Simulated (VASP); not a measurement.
Set up this calculation in VASP 6.6.1, as the native input.

* Task: single point
* Functional: PBE
* Potentials or basis: VASP PAW PBE potentials, release 64 (Al, O)
* Cutoff: 520 eV
* k mesh: 9 × 3 × 1
* Occupations: gaussian, width 0.1 eV
* Spin: no spin polarisation
* Dipole correction: yes
* Further INCAR settings: ALGO = Normal; EDIFF = 1e-06; NBANDS = 28; NELMDL = -8

The structure of Al9O lies in POSCAR:

```
Al9O
1.0
    2.8535431553      0.0000000000      0.0000000000
   -1.4267715776      9.7014842380      0.0000000000
    0.0000000000      0.0000000000     20.2903703519
Al O
9 1
Direct
    0.5324432082      0.0648864163      0.1971378506
    0.6709612116      0.3419224231      0.2462112388
    0.2986648122      0.5973296244      0.2560259164
    0.9263684129      0.8527368258      0.2658405940
    0.0639544186      0.1277109169      0.3154271774
    0.1995835202      0.4042231294      0.3707799915
    0.8288001075      0.6596656514      0.3785021758
    0.4526153831      0.9110819252      0.3874246337
    0.5924854486      0.1814072004      0.4332286794
    1.0924854486      0.4314072004      0.4507591038
```

These files were run (other wordings do the same):

INCAR

```
SYSTEM = Al9O
PREC     = Accurate       ! precision mode
ENCUT    = 520            ! plane-wave cutoff, eV
EDIFF    = 1E-6           ! SCF threshold, eV
ISMEAR   = 0              ! smearing method
SIGMA    = 0.1            ! smearing width, eV
LREAL    = .FALSE.        ! projectors in reciprocal space
LASPH    = .TRUE.         ! aspherical terms in the spheres
NELM     = 120            ! most SCF steps
ALGO     = Normal         ! electronic algorithm
ISIF     = 2              ! what is computed and relaxed
LWAVE    = .FALSE.        ! write WAVECAR
LCHARG   = .TRUE.         ! write CHGCAR
LDIPOL   = .TRUE.       
IDIPOL   = 3            
DIPOL    = 0.5 0.5 0.330
GGA      = PE             ! functional
LELF     = .TRUE.         ! ELF
LVHAR    = .TRUE.       
LVACPOTAV= .TRUE.       
NBANDS   = 28             ! bands
GGA_COMPAT= .FALSE.      
NELMDL   = -8
```

KPOINTS

```
Automatic mesh
0
G
  9 3 1
  0 0 0
```

Potentials or basis: VASP PAW PBE potentials, release 64 (Al, O).

The run is started by

```console
$ cat potpaw_PBE.64/Al/POTCAR potpaw_PBE.64/O/POTCAR > POTCAR
$ mpirun -np 1 vasp_std > vasp.out
```

It gave:

```
Largest force          : 1.315 eV/Å
Band gap on the k mesh : zero (an odd number of electrons rules out a gap without spin polarisation)
```

Caveat: an odd number of electrons without spin polarisation forces a metal; a magnetic or distorted state may lie lower.

Run time: 4.8 min on 1 thread of Intel(R) Xeon(R) 6975P-C (Granite Rapids) (shared host), peak memory 0.68 GiB.
